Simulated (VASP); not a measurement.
Write the native input for VASP 6.6.1 that does the following.

| Property | Result |
| --- | --- |
| Task | single point |
| Functional | PBE |
| Potentials or basis | VASP PAW PBE potentials, release 64 (Si, Ni) |
| Cutoff | 520 eV |
| k mesh | 14 × 14 × 14 |
| Occupations | gaussian, width 0.1 eV |
| Spin | no spin polarisation |
| Dipole correction | no |
| Further INCAR settings | ALGO = Normal; EDIFF = 1e-07; NBANDS = 16 |

The structure of Si2Ni lies in POSCAR:

```
Si2Ni
1.0
    0.0000000000      2.6391475811      2.6391475811
    2.6391475811      0.0000000000      2.6391475811
    2.6391475811      2.6391475811      0.0000000000
Si Ni
2 1
Direct
    0.2500000000      0.2500000000      0.2500000000
    0.7500000000      0.7500000000      0.7500000000
    0.0000000000      0.0000000000      0.0000000000
```

This cell differs from its parent crystal: volume scaled by 0.91.

These files were run (other wordings do the same):

INCAR

```
SYSTEM = Si2Ni
  ALGO = Normal
  EDIFF = 1E-7
  ENCUT = 520
  GGA = PE
  ISIF = 2
  ISMEAR = 0
  LASPH = .True.
  LCHARG = .False.
  LREAL = .False.
  LWAVE = .False.
  NBANDS = 16
  NELM = 60
  PREC = Accurate
  SIGMA = 0.1
```

KPOINTS

```
k-points
0
Gamma
  14 14 14
  0 0 0
```

Potentials or basis: VASP PAW PBE potentials, release 64 (Si, Ni).

Run with:

```sh
$ cat potpaw_PBE.64/Si/POTCAR potpaw_PBE.64/Ni/POTCAR > POTCAR
$ mpirun -np 1 vasp_std > vasp.out
```

It gave:

```json
{"Pressure": "16.7 GPa", "Band gap on the k mesh": "zero (band 9 reaches 13.35 eV, above the bottom of band 10 at 11.23 eV)"}
```

Run time: 34 s on 1 thread of AMD EPYC 9R45 96-Core Processor (Zen 5), on a shared host, peak memory 0.17 GiB.
